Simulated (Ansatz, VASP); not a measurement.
## One calculation of Ni, two programs

```xyz
2
Lattice="2.4569 0.0000 0.0000 -1.2284 2.1277 0.0000 0.0000 0.0000 4.0424" Properties=species:S:1:pos:R:3 pbc="T T T"
Ni    0.0000    1.4185    1.0106
Ni    1.2284    0.7092    3.0318
```

Alike in both runs: task single point; functional BLYP; k mesh 16 × 16 × 9; occupations fermi-dirac, width 0.05 eV; collinear spin.

|  | VASP | Ansatz |
| --- | --- | --- |
| version | VASP 6.6.1 | Ansatz 0.2.0 |
| potentials or method | VASP PAW PBE potentials, release 64 (Ni), cutoff 520 eV | plane waves (420 eV) with PAW, scalar-relativistic |
| valence electrons in the cell | 20 | 36 |

|  | VASP | Ansatz | Ansatz less VASP |
| --- | --- | --- | --- |
| pressure (GPa) | 17.0 | 17.0 | +0.02 |
| traceless stress, the component that is largest in VASP (GPa) | 0.41 | 0.43 | +0.021 |
| net moment per atom (μB) | 0.57 | 0.58 | +0.012 |
| size of the moment on the site where the two differ most (μB) | 0.57 | 0.61 | +0.037 |

VASP's potentials were made for PBE, not for BLYP. Site moments also hang on the region over which each program counts them. VASP's potentials hold 20 valence electrons a cell and Ansatz's 36, so a difference there can come from the potentials and not from the codes.
